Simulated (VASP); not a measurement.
Write the native input for VASP 6.6.1 that does the following.

```yaml
Task: single point
Functional: PBEsol
Potentials_or_basis: VASP PAW PBE potentials, release 64 (Cd, S)
Cutoff: 520 eV
k_mesh: 8 × 8 × 5
Occupations: fermi-dirac, width 0.05 eV
Spin: no spin polarisation
Dipole_correction: no
Further_INCAR_settings: ALGO = Normal; EDIFF = 1e-06; NBANDS = 22
```

The structure of Cd2S lies in POSCAR:

```
Cd2S
1.0
    3.8834166480      0.0000000000      0.0000000000
   -1.9417083240      3.3631374707      0.0000000000
    0.0000000000      0.0000000000      5.8091920000
Cd S
2 1
Direct
    0.3333333333      0.6666666667      0.9327170000
    0.6666666667      0.3333333333      0.5787350000
    0.3333333333      0.6666666667      0.3657050000
```

These files were run (other wordings do the same):

INCAR

```
ALGO     = Normal         # electronic algorithm
EDIFF    = 1E-6           # SCF threshold, eV
ENCUT    = 520            # plane-wave cutoff, eV
GGA      = PS             # functional
ISIF     = 2              # what is computed and relaxed
ISMEAR   = -1             # smearing method
LASPH    = T              # aspherical terms in the spheres
LCHARG   = F              # write CHGCAR
LREAL    = F              # projectors in reciprocal space
LWAVE    = F              # write WAVECAR
NBANDS   = 22             # bands
NELM     = 100            # most SCF steps
PREC     = Accurate       # precision mode
SIGMA    = 0.05           # smearing width, eV
```

KPOINTS

```
k-points
0
Gamma
  8 8 5
```

Potentials or basis: VASP PAW PBE potentials, release 64 (Cd, S).

Launch:

```console
$ cat potpaw_PBE.64/Cd/POTCAR potpaw_PBE.64/S/POTCAR > POTCAR
$ mpirun -np 1 vasp_std > vasp.out
```

It gave:

The pressure is -1.3 GPa, the largest force is 0.078 eV/Å and the band gap on the k mesh is 0.19 eV, indirect (least direct gap 0.57 eV).

Caveat: the PAW data sets were made with another functional, which shifts forces and pressure a little.

Wall time 53 s on 1 thread of AMD EPYC 9R45 (Zen 5), on a shared host, peak memory 0.19 GiB.
